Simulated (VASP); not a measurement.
Runs of VASP 6.6.1 on TiB. The structure is that of space group I-4m2 (No. 119), or close to it. The cells are those of the table. 

```csv
cell,gap on the mesh (eV),pressure (GPa)
"a = 3.608, b = 3.608, c = 4.789 Å, 4 atoms",none,-5.4
"a = 3.261, b = 3.261, c = 5.083 Å, 4 atoms",none,10.6
"a = 3.539, b = 3.539, c = 4.455 Å, 4 atoms",none,5.9
"a = 3.261, b = 3.261, c = 5.576 Å, 4 atoms",none,(a)
```

Alike in all rows: task single point; level PBEsol; potentials or basis VASP PAW PBE potentials, release 64 (Ti_sv, B); no spin polarisation; k mesh 12 × 12 × 10; cutoff (eV) 520; smearing gaussian 0.1 eV.

Question: Estimate the missing entries.

Answer: (a) -1.7.

Caveats: the PAW data sets were made with another functional, which shifts forces and pressure a little; the cell stands under pressure (at least some runs); the cell stands under tension (at least some runs).

A gap of «none» marks levels without a gap at the run's occupations.
